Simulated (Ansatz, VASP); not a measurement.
## CdSe in VASP and in Ansatz

The input INCAR:

```
SYSTEM = CdSe
  ALGO = Normal
  EDIFF = 1E-7
  ENCUT = 520
  GGA = PE
  ISIF = 2
  ISMEAR = 0
  LASPH = .TRUE.
  LCHARG = .TRUE.
  LELF = .TRUE.
  LREAL = .FALSE.
  LVHAR = .TRUE.
  LWAVE = .FALSE.
  NBANDS = 26
  NELM = 100
  PREC = Accurate
  SIGMA = 0.01
```

KPOINTS

```
k-points
0
G
  4 4 4
  0 0 0
```

The input POSCAR:

```
CdSe
1.0
    4.3407236668      0.0000000000      0.0000000000
   -2.1703618334      3.7591769662      0.0000000000
    0.0000000000      0.0000000000      7.0766459765
Cd Se
2 2
Direct
    0.3333333333      0.6666666667     -0.0004760038
    0.6666666667      0.3333333333      0.4995239962
    0.3333333333      0.6666666667      0.3754760038
    0.6666666667      0.3333333333      0.8754760038
```

Input for Ansatz:

```yaml
crystal:
  lattice:
    - [4.3407236668, 0.0, 0.0]
    - [-2.1703618334, 3.7591769662, 0.0]
    - [0.0, 0.0, 7.0766459765]
  atoms:
    - { symbol: Cd, position: [0.3333333333, 0.6666666667, -0.0004760038] }
    - { symbol: Cd, position: [0.6666666667, 0.3333333333, 0.4995239962] }
    - { symbol: Se, position: [0.3333333333, 0.6666666667, 0.3754760038] }
    - { symbol: Se, position: [0.6666666667, 0.3333333333, 0.8754760038] }
kpoints:
  mp_grid: { grid: [4, 4, 4] }
hamiltonian:
  xc: pbe
scf:
  occupations: { method: fixed }
  n_extra_bands: 5
output:
  forces: true
  stress: true
  eigenvalues: true
```

Alike in both runs: task single point; functional PBE; k mesh 4 × 4 × 4; no spin polarisation.

```csv
,VASP,Ansatz
version,VASP 6.6.1,Ansatz 0.2.0
potentials or method,"VASP PAW PBE potentials, release 64 (Cd, Se)",plane waves
plane-wave cutoff (eV),520,420
occupations,"gaussian, width 0.01 eV",fixed
valence electrons in the cell,36,72
```

|  | VASP | Ansatz | Ansatz less VASP |
| --- | --- | --- | --- |
| gap on the k mesh at the Fermi level (eV) | 0.60 | 0.60 | +0.001 |
| pressure (GPa) | 1.8 | 1.5 | -0.28 |
| traceless stress, the component that is largest in VASP (GPa) | -0.14 | -0.14 | 0.000 |
| rms of the force components (eV/Å) | 0.009 | 0.009 | -0.0005 |

Atom by atom the forces differ by 0.001 eV/Å (rms over components). VASP's potentials hold 36 valence electrons a cell and Ansatz's 72, so a difference there can come from the potentials and not from the codes.
